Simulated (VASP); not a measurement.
Write the native input for VASP 6.6.1 that does the following.

| Item | Value |
| --- | --- |
| Task | single point |
| Functional | LDA |
| Potentials or basis | VASP PAW LDA potentials, release 64 (Si, C, H) |
| Cutoff | 520 eV |
| k mesh | 4 × 4 × 1 |
| Occupations | gaussian, width 0.05 eV |
| Spin | no spin polarisation |
| Dipole correction | yes |
| Further INCAR settings | LREAL = Auto; ALGO = Normal; EDIFF = 1e-06; NBANDS = 64 |

The structure of Si3H2C2 lies in POSCAR:

```
Si3H2C2
1.0
    6.1223116280      0.0000000000      0.0000000000
    0.0000000000      6.1223116280      0.0000000000
    0.0000000000      0.0000000000     18.0336064671
Si C H
12 8 8
Direct
    0.2500000000      0.2500000000      0.2691906584
    0.2500000000      0.7500000000      0.2691906584
    0.7500000000      0.2500000000      0.2691906584
    0.7500000000      0.7500000000      0.2691906584
    0.5023976356      0.5115309595      0.3899868748
    0.5023976356     -0.0115309595      0.3899868748
   -0.0023977652      0.5115308576      0.3899868803
   -0.0023977652     -0.0115308576      0.3899868803
    0.7500004126      0.7500000000      0.5122271908
    0.7500010251      0.2500000000      0.5136490099
    0.2499998485      0.7500000000      0.5342369198
    0.2500002510      0.2500000000      0.4776758541
    0.7500000000      0.5000000000      0.3292053881
    0.7500000000      0.0000000000      0.3292053881
    0.2500000000      0.5000000000      0.3292053881
    0.2500000000      0.0000000000      0.3292053881
    0.0037666352      0.7500000000      0.4519570755
   -0.0182759886      0.2500000000      0.4405414931
    0.4962331705      0.7500000000      0.4519573409
    0.5182765949      0.2500000000      0.4405419136
    0.1018236707      0.2500000000      0.2043633518
    0.3981348503      0.2500000000      0.2043580857
    0.3981348503      0.7500000000      0.2043580857
    0.1018236707      0.7500000000      0.2043633518
    0.6018651497      0.2500000000      0.2043580857
    0.8981763293      0.2500000000      0.2043633518
    0.8981763293      0.7500000000      0.2043633518
    0.6018651497      0.7500000000      0.2043580857
```

These files were run (other wordings do the same):

INCAR

```
PREC = Accurate
ENCUT = 520
EDIFF = 1E-6
ISMEAR = 0
SIGMA = 0.05
LREAL = Auto
LASPH = True
NELM = 60
ALGO = Normal
ISIF = 2
LWAVE = False
LCHARG = False
LDIPOL = True
IDIPOL = 3
DIPOL = 0.5 0.5 0.336
NBANDS = 64
```

KPOINTS

```
Automatic mesh
0
Gamma
  4 4 1
```

Potentials or basis: VASP PAW LDA potentials, release 64 (Si, C, H).

Launch:

```sh
$ cat potpaw_LDA.64/Si/POTCAR potpaw_LDA.64/C/POTCAR potpaw_LDA.64/H/POTCAR > POTCAR
$ mpirun -np 1 vasp_std > vasp.out
```

Results of the run:

```
Largest force          : 3.951 eV/Å
Band gap on the k mesh : zero (bands 44 and 45 overlap by 1.07 eV)
```

Run time: 8.4 min on 1 thread of Intel(R) Xeon(R) 6975P-C (Granite Rapids), on a shared host, peak memory 0.64 GiB.
